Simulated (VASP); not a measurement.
# HfC (Fm-3m) in VASP: notebook

The runs below take HfC through electric field gradients, with LDA, PBEsol.

All numbers are computed with VASP 6.6.1; they aren't measurements. Logs are shortened: lines on timing, memory, paths and dates and some standing lists are left out, and cuts for length are marked.

### Step 1. The cell of the first run

It takes space group Fm-3m (No. 225, cubic). The conventional cell has a = 4.650 Å, b = 4.650 Å, c = 4.650 Å, α = 90.00°, β = 90.00°, γ = 90.00°. Within 3.1 Å of Hf (site symmetry m-3m) lie 6 C at 2.33 Å. Within 3.1 Å of C (site symmetry m-3m) lie 6 Hf at 2.33 Å.

### Step 2. Electric field gradients, LDA

File INCAR:

```
SYSTEM = HfC
PREC     = Accurate       ! precision mode
ENCUT    = 520            ! plane-wave cutoff, eV
EDIFF    = 1E-8           ! SCF threshold, eV
ISMEAR   = -1             ! smearing method
SIGMA    = 0.05           ! smearing width, eV
LREAL    = .False.        ! projectors in reciprocal space
LASPH    = .True.         ! aspherical terms in the spheres
NELM     = 100            ! most SCF steps
ALGO     = Normal         ! electronic algorithm
ISIF     = 2              ! what is computed and relaxed
LWAVE    = .False.        ! write WAVECAR
LCHARG   = .False.        ! write CHGCAR
GGA      = CA             ! functional
LEFG     = .True.       
NBANDS   = 14             ! bands
```

File KPOINTS:

```
regular mesh
0
Gamma
  12 12 12
  0 0 0
```

File POSCAR:

```
HfC
1.0
    0.0000000000      2.3250000000      2.3250000000
    2.3250000000      0.0000000000      2.3250000000
    2.3250000000      2.3250000000      0.0000000000
Hf C
1 1
Direct
    0.5000000000      0.5000000000      0.5000000000
    0.0000000000      0.0000000000      0.0000000000
```

Potentials or basis: VASP PAW LDA potentials, release 64 (Hf_pv, C).

The run is started by

```console
$ cat potpaw_LDA.64/Hf_pv/POTCAR potpaw_LDA.64/C/POTCAR > POTCAR
$ mpirun -np 1 vasp_std > vasp.out
```

OUTCAR:

```text
SYSTEM = HfC
   PREC = Accurate
   ENCUT = 520
   EDIFF = 1E-8
   ISMEAR = -1
   LREAL = .False.
   LASPH = .True.
   NELM = 100
   ISIF = 2
   GGA = CA

 ion  position               nearest neighbor table
   1  0.500  0.500  0.500-   2 2.33   2 2.33   2 2.33   2 2.33   2 2.33   2 2.33
   2  0.000  0.000  0.000-   1 2.33   1 2.33   1 2.33   1 2.33   1 2.33   1 2.33

  LATTYP: Found a face centered cubic cell.
 ALAT       =     4.6500000000

  Lattice vectors:

 A1 = (   0.0000000000,   2.3250000000,   2.3250000000)
 A2 = (   2.3250000000,   0.0000000000,   2.3250000000)
 A3 = (   2.3250000000,   2.3250000000,   0.0000000000)

Analysis of symmetry for initial positions (statically):
=====================================================================
 Subroutine PRICEL returns:
 Original cell was already a primitive cell.

 Routine SETGRP: Setting up the symmetry group for a
 face centered cubic supercell.

 Subroutine GETGRP returns: Found 48 space group operations
 (whereof 48 operations were pure point group operations)
 out of a pool of 48 trial point group operations.

The static configuration has the point symmetry O_h .

Analysis of symmetry for dynamics (positions and initial velocities):
=====================================================================
 Subroutine PRICEL returns:
 Original cell was already a primitive cell.

 Routine SETGRP: Setting up the symmetry group for a
 face centered cubic supercell.

 Subroutine GETGRP returns: Found 48 space group operations
 (whereof 48 operations were pure point group operations)
 out of a pool of 48 trial point group operations.

The dynamic configuration has the point symmetry O_h .

 Subroutine INISYM returns: Found 48 space group operations
 (whereof 48 operations are pure point group operations),
 and found     1 'primitive' translations

----------------------------------------------------------------------------------------

                                     Primitive cell

  volume of cell :      25.1362

  direct lattice vectors                    reciprocal lattice vectors
     0.000000000  2.325000000  2.325000000    -0.215053763  0.215053763  0.215053763
     2.325000000  0.000000000  2.325000000     0.215053763 -0.215053763  0.215053763
     2.325000000  2.325000000  0.000000000     0.215053763  0.215053763 -0.215053763

  length of vectors
     3.288046533  3.288046533  3.288046533     0.372484045  0.372484045  0.372484045

  position of ions in fractional coordinates (direct lattice)
     0.500000000  0.500000000  0.500000000
     0.000000000  0.000000000  0.000000000

  ion indices of the primitive-cell ions
   primitive index   ion index
                 1           1
                 2           2

----------------------------------------------------------------------------------------

 KPOINTS: regular mesh

Automatic generation of k-mesh.
 Grid dimensions read from file:
 generate k-points for:   12   12   12

 Generating k-lattice:

  Cartesian coordinates                     Fractional coordinates (reciprocal lattice)
    -0.017921147  0.017921147  0.017921147     0.083333333  0.000000000  0.000000000
     0.017921147 -0.017921147  0.017921147     0.000000000  0.083333333  0.000000000
     0.017921147  0.017921147 -0.017921147     0.000000000  0.000000000  0.083333333

  Length of vectors
     0.031040337  0.031040337  0.031040337

  Shift w.r.t. Gamma in fractional coordinates (k-lattice)
     0.000000000  0.000000000  0.000000000

 Subroutine IBZKPT returns following result:
 ===========================================

 Found     72 irreducible k-points:

 Following reciprocal coordinates:
            Coordinates               Weight
  0.000000  0.000000  0.000000      1.000000
  0.083333  0.000000  0.000000      8.000000
  0.166667  0.000000  0.000000      8.000000
  0.250000  0.000000  0.000000      8.000000
  0.333333  0.000000  0.000000      8.000000
  0.416667  0.000000  0.000000      8.000000
[... 16 lines left out ...]
  0.500000  0.166667  0.000000     24.000000
 -0.416667  0.166667  0.000000     24.000000
 [... further k-points ...]
   k-points           NKPTS =     72   k-points in BZ     NKDIM =     72   number of bands    NBANDS=     14
   number of dos      NEDOS =    301   number of ions     NIONS =      2
   total plane-waves  NPLWV =  13824
   dimension x,y,z NGX =    24 NGY =   24 NGZ =   24
   dimension x,y,z NGXF=    48 NGYF=   48 NGZF=   48
   ions per type =               1   1
   NGX,Y,Z   is equivalent  to a cutoff of  12.13, 12.13, 12.13 a.u.
   NGXF,Y,Z  is equivalent  to a cutoff of  24.27, 24.27, 24.27 a.u.
 SYSTEM =  HfC
   PREC   = accura    normal or accurate (medium, high low for compatibility)
   ISTART =      0    job   : 0-new  1-cont  2-samecut
   ICHARG =      2    charge: 1-file 2-atom 10-const
   ISPIN  =      1    spin polarized calculation?
   LNONCOLLINEAR =      F non collinear calculations
   LSORBIT =      F    spin-orbit coupling
   LASPH  =      T    aspherical Exc in radial PAW
   ENCUT  =  520.0 eV  38.22 Ry    6.18 a.u.   6.11  6.11  6.11*2*pi/ulx,y,z
   NELM   =    100;   NELMIN=  2; NELMDL= -5     # of ELM steps
   EDIFF  = 0.1E-07   stopping-criterion for ELM
   LREAL  =      F    real-space projection
   EDIFFG = 0.1E-06   stopping-criterion for IOM
   NSW    =      0    number of steps for IOM
   IBRION =     -1    ionic relax: 0-MD 1-quasi-New 2-CG
   NFREE  =      0    steps in history (QN), initial steepest desc. (CG)
   ISIF   =      2    stress and relaxation
   ISYM   =      2    0-nonsym 1-usesym 2-fastsym
   POTIM  = 0.5000    time-step for ionic-motion
   TEBEG  =    0.0;   TEEND  =   0.0 temperature during run
   PSTRESS=    0.0 pullay stress
   NELECT =      14.0000    total number of electrons
   NUPDOWN=      -1.0000    fix difference up-down
   EMIN   =  10.00;   EMAX   =-10.00  energy-range for DOS
   EFERMI =   0.00;   METHOD = LEGACY
   ISMEAR =    -1;   SIGMA  =   0.05  broadening in eV -4-tet -1-fermi 0-gaus
   EFERMI_NEDOS =   21; number of points for ismear=-14 and -15
   IALGO  =     38    algorithm
   IMIX   =      4    mixing-type and parameters
     AMIX     =   0.40;   BMIX     =  1.00
     AMIX_MAG =   1.60;   BMIX_MAG =  1.00
  volume/ion in A,a.u.               =      12.57        84.81
  Fermi-wavevector in a.u.,A,eV,Ry     =   1.346949  2.545365 24.684672  1.814272
  Thomas-Fermi vector in A             =   2.474740
   LORBIT       =      0    0 simple, 1 ext, 2 COOP (PROOUT), +10 PAW based schemes
   GGA     = CA    functional components
   LHFCALC =     F    Hartree Fock is set to
   AEXX    =    0.0000 exact exchange contribution
   IVDW    =     0    specifies the selected vdW correction
   LEPSILON=     F    determine dielectric tensor
   LRPA    =     F    only Hartree local field effects (RPA)
 non-spin polarized calculation
  energy-cutoff  :      520.00
  volume of cell :       25.14
 maximum number of plane-waves:       700
   NGX = 13   NGY = 13   NGZ = 13

 number of electron      14.0000000 magnetization

 Free energy of the ion-electron system (eV)
  ---------------------------------------------------
  ext. energy  EPLUGINS =         0.00000000
  ---------------------------------------------------
  free energy    TOTEN  =       -22.85201186 eV

  energy without entropy =      -22.84963467  energy(sigma->0) =      -22.85082327

 E-fermi :   5.8699     XC(G=0): -12.4882

 val. band max:        5.7989589906   @ k =   0.5000   0.5000   0.0000
 cond. band min:       5.9214316271   @ k =   0.4167   0.3333   0.0000
 fundamental gap:      0.1224726364
 Fermi energy:         5.8698510538

 k-point     1 :       0.0000    0.0000    0.0000
  band No.  band energies     occupation
      1     -23.5542      2.00000
      2     -23.5542      2.00000
      3     -23.5542      2.00000
      4      -6.2958      2.00000
      5       6.8732      0.00000
      6       6.8732      0.00000
      7       6.8732      0.00000
      8       7.1477      0.00000
      9       7.1477      0.00000
     10       7.1477      0.00000
     11       9.1691      0.00000
     12       9.1691      0.00000
     13      12.7978      0.00000
     14      16.8921      0.00000
[... 377 lines left out ...]
      1     -24.1766      2.00000
      2     -23.7514      2.00000
      3     -23.6505      2.00000
      4      -2.8842      2.00000
      5       0.4413      2.00000
      6       3.0828      2.00000
      7       3.1548      2.00000
      8      10.0079      0.00000
      9      10.7599      0.00000
     10      10.9930      0.00000
     11      14.4740      0.00000
     12      15.8824      0.00000
     13      16.6999      0.00000
     14      18.6702      0.00000

 [... further k-points ...]

------------------------ aborting loop because EDIFF is reached ----------------------------------------

  FORCE on cell =-STRESS in cart. coord.  units (eV):
  Direction    XX          YY          ZZ          XY          YZ          ZX
  --------------------------------------------------------------------------------------
  -------------------------------------------------------------------------------------
  Total       -1.8116652     -1.8116652     -1.8116652     -0.0000000      0.0000000     -0.0000000
  in kB     -115.4754511   -115.4754511   -115.4754511     -0.0000000      0.0000000     -0.0000000
  external PRESSURE =    -115.4754511 kB  Pullay stress =       0.0000000 kB

 VOLUME and BASIS-vectors are now :
 -----------------------------------------------------------------------------
  energy-cutoff  :      520.00
  volume of cell :       25.14
      direct lattice vectors                 reciprocal lattice vectors
     0.000000000  2.325000000  2.325000000    -0.215053763  0.215053763  0.215053763
     2.325000000  0.000000000  2.325000000     0.215053763 -0.215053763  0.215053763
     2.325000000  2.325000000  0.000000000     0.215053763  0.215053763 -0.215053763

 POSITION                                       TOTAL-FORCE (eV/Angst)
 -----------------------------------------------------------------------------------
      2.32500      2.32500      2.32500         0.000000      0.000000      0.000000
      0.00000      0.00000      0.00000         0.000000      0.000000      0.000000
 -----------------------------------------------------------------------------------
    total drift:                                0.000000     -0.000000      0.000000

  FREE ENERGIE OF THE ION-ELECTRON SYSTEM (eV)
  ---------------------------------------------------
  free  energy   TOTEN  =       -22.8520118629 eV

  energy  without entropy=      -22.8496346745  energy(sigma->0) =      -22.85082327

 Electric field gradients (V/A^2)
---------------------------------------------------------------------
 ion       V_xx      V_yy      V_zz      V_xy      V_xz      V_yz
---------------------------------------------------------------------
   1      -0.000     0.000    -0.000     0.000     0.000     0.000
   2      -0.000    -0.000     0.000     0.000     0.000     0.000
---------------------------------------------------------------------

 Electric field gradients after diagonalization (V/A^2)
 (convention: |V_zz| > |V_xx| > |V_yy|)
----------------------------------------------------------------------
 ion       V_xx      V_yy      V_zz     asymmetry (V_yy - V_xx)/ V_zz
----------------------------------------------------------------------
   1      -0.000    -0.000     0.000       0.000
   2      -0.000    -0.000     0.001       0.000
----------------------------------------------------------------------

           NMR quadrupolar parameters

 Cq : quadrupolar parameter    Cq=e*Q*V_zz/h
 eta: asymmetry parameters     (V_yy - V_xx)/ V_zz
 Q  : nuclear electric quadrupole moment in mb (millibarn)
----------------------------------------------------------------------
 ion       Cq(MHz)       eta       Q (mb)
----------------------------------------------------------------------
   1       0.000       0.000       1.000
   2       0.000       0.000       1.000
----------------------------------------------------------------------
```

It took 7.9 s on 1 thread of Intel Xeon 6975P-C (Granite Rapids), shared host; peak memory 0.15 GiB.

What came out:

* Free energy: -22.8520 eV
* Pressure: -11.5 GPa
* Band gap on the k mesh: zero (band 7 reaches 6.87 eV, above the bottom of band 8 at 5.44 eV)

Caveat: without QUAD_EFG the Cq values of the log hold for a quadrupole moment of 1 mb, not for the nuclei; spin-orbit coupling is left out, which moves the levels of the heavy elements.

### Step 3. Electric field gradients, PBEsol

File INCAR:

```
PREC     = Accurate       # precision mode
ENCUT    = 520            # plane-wave cutoff, eV
EDIFF    = 1E-8           # SCF threshold, eV
ISMEAR   = -1             # smearing method
SIGMA    = 0.05           # smearing width, eV
LREAL    = False          # projectors in reciprocal space
LASPH    = True           # aspherical terms in the spheres
NELM     = 60             # most SCF steps
ALGO     = Normal         # electronic algorithm
ISIF     = 2              # what is computed and relaxed
LWAVE    = False          # write WAVECAR
LCHARG   = False          # write CHGCAR
GGA      = PS             # functional
LEFG     = True         
NBANDS   = 14             # bands
```

File KPOINTS:

```
Automatic mesh
0
Gamma
  12 12 12
```

POSCAR is that of step 2.

Potentials or basis: VASP PAW PBE potentials, release 64 (Hf_pv, C).

The run is started by

```console
$ cat potpaw_PBE.64/Hf_pv/POTCAR potpaw_PBE.64/C/POTCAR > POTCAR
$ mpirun -np 1 vasp_std > vasp.out
```

OUTCAR:

```text
PREC = Accurate
   ENCUT = 520
   EDIFF = 1E-8
   ISMEAR = -1
   LREAL = False
   LASPH = True
   NELM = 60
   ISIF = 2
   GGA = PS

 ion  position               nearest neighbor table
   1  0.500  0.500  0.500-   2 2.33   2 2.33   2 2.33   2 2.33   2 2.33   2 2.33
   2  0.000  0.000  0.000-   1 2.33   1 2.33   1 2.33   1 2.33   1 2.33   1 2.33

  LATTYP: Found a face centered cubic cell.
 ALAT       =     4.6500000000

  Lattice vectors:

 A1 = (   0.0000000000,   2.3250000000,   2.3250000000)
 A2 = (   2.3250000000,   0.0000000000,   2.3250000000)
 A3 = (   2.3250000000,   2.3250000000,   0.0000000000)

Analysis of symmetry for initial positions (statically):
=====================================================================
 Subroutine PRICEL returns:
 Original cell was already a primitive cell.

 Routine SETGRP: Setting up the symmetry group for a
 face centered cubic supercell.

[... 595 lines left out ...]
  volume of cell :       25.14
      direct lattice vectors                 reciprocal lattice vectors
     0.000000000  2.325000000  2.325000000    -0.215053763  0.215053763  0.215053763
     2.325000000  0.000000000  2.325000000     0.215053763 -0.215053763  0.215053763
     2.325000000  2.325000000  0.000000000     0.215053763  0.215053763 -0.215053763

 POSITION                                       TOTAL-FORCE (eV/Angst)
 -----------------------------------------------------------------------------------
      2.32500      2.32500      2.32500         0.000000      0.000000      0.000000
      0.00000      0.00000      0.00000        -0.000000     -0.000000     -0.000000
 -----------------------------------------------------------------------------------
    total drift:                                0.000000     -0.000000      0.000000

  FREE ENERGIE OF THE ION-ELECTRON SYSTEM (eV)
  ---------------------------------------------------
  free  energy   TOTEN  =       -22.1810488465 eV

  energy  without entropy=      -22.1787643915  energy(sigma->0) =      -22.17990662

 Electric field gradients (V/A^2)
---------------------------------------------------------------------
 ion       V_xx      V_yy      V_zz      V_xy      V_xz      V_yz
---------------------------------------------------------------------
   1      -0.000     0.000    -0.000     0.000     0.000     0.000
   2      -0.000    -0.000    -0.000     0.000     0.000     0.000
---------------------------------------------------------------------

 Electric field gradients after diagonalization (V/A^2)
 (convention: |V_zz| > |V_xx| > |V_yy|)
----------------------------------------------------------------------
 ion       V_xx      V_yy      V_zz     asymmetry (V_yy - V_xx)/ V_zz
----------------------------------------------------------------------
   1      -0.000    -0.000     0.000       0.000
   2      -0.000    -0.000     0.001       0.000
----------------------------------------------------------------------

           NMR quadrupolar parameters

 Cq : quadrupolar parameter    Cq=e*Q*V_zz/h
 eta: asymmetry parameters     (V_yy - V_xx)/ V_zz
 Q  : nuclear electric quadrupole moment in mb (millibarn)
----------------------------------------------------------------------
 ion       Cq(MHz)       eta       Q (mb)
----------------------------------------------------------------------
   1       0.000       0.000       1.000
   2       0.000       0.000       1.000
----------------------------------------------------------------------
```

OSZICAR:

```text
N       E                     dE             d eps       ncg     rms          rms(c)
DAV:   1     0.216632145324E+02    0.21663E+02   -0.77725E+03  2024   0.984E+02
DAV:   2    -0.236187644478E+02   -0.45282E+02   -0.42627E+02  2610   0.201E+02
DAV:   3    -0.250805371575E+02   -0.14618E+01   -0.14573E+01  2376   0.263E+01
DAV:   4    -0.250869511734E+02   -0.64140E-02   -0.64137E-02  2400   0.216E+00
DAV:   5    -0.250869904665E+02   -0.39293E-04   -0.39293E-04  2384   0.153E-01    0.579E+01
DAV:   6    -0.222669691278E+02    0.28200E+01   -0.10727E+01  2208   0.172E+01    0.411E+01
DAV:   7    -0.222010345048E+02    0.65935E-01   -0.51814E-01  2496   0.499E+00    0.240E+01
DAV:   8    -0.221871723921E+02    0.13862E-01   -0.71384E-02  2442   0.205E+00    0.556E+00
DAV:   9    -0.221813838128E+02    0.57886E-02   -0.20590E-02  2256   0.839E-01    0.212E+00
DAV:  10    -0.221810567110E+02    0.32710E-03   -0.13720E-03  2602   0.275E-01    0.979E-02
DAV:  11    -0.221810494222E+02    0.72888E-05   -0.82408E-05  2256   0.762E-02    0.325E-02
DAV:  12    -0.221810489992E+02    0.42299E-06   -0.24679E-06  2624   0.127E-02    0.116E-02
DAV:  13    -0.221810488505E+02    0.14876E-06   -0.27738E-07  2228   0.333E-03    0.177E-03
DAV:  14    -0.221810488331E+02    0.17382E-07   -0.28774E-08  2502   0.121E-03    0.531E-04
DAV:  15    -0.221810488444E+02   -0.11335E-07   -0.25550E-09  1446   0.424E-04    0.327E-04
DAV:  16    -0.221810488465E+02   -0.20580E-08   -0.28844E-10  1272   0.147E-04
   1 F= -.22181049E+02 E0= -.22179907E+02  d E =-.228445E-02
```

stdout:

```text
POSCAR found type information on POSCAR HfC
 POSCAR found :  2 types and       2 ions
 scaLAPACK will be used
 -----------------------------------------------------------------------------
|                                                                             |
|                                                                             |
|     You enforced a specific xc type in the INCAR file but a different       |
|     I HOPE YOU KNOW WHAT YOU ARE DOING!                                     |
|                                                                             |
 -----------------------------------------------------------------------------

 LDA part: xc-table for (Slater+PW92), standard interpolation
 POSCAR, INCAR and KPOINTS ok, starting setup
 FFT: planning ... GRIDC
 FFT: planning ... GRID_SOFT
 FFT: planning ... GRID
 WAVECAR not read
 entering main loop
ion   1

ion   2
```

Wall time 12 s (1 thread of Intel Xeon 6975P-C (Granite Rapids), shared host); peak memory 0.15 GiB.

What came out:

```yaml
Free_energy: -22.1810 eV
Pressure: -7.0 GPa
Band_gap_on_the_k_mesh: zero (band 7 reaches 6.83 eV, above the bottom of band 8 at 5.39 eV)
```

Caveat: without QUAD_EFG the Cq values of the log hold for a quadrupole moment of 1 mb, not for the nuclei; the PAW data sets were made with another functional, which shifts forces and pressure a little; spin-orbit coupling is left out, which moves the levels of the heavy elements.
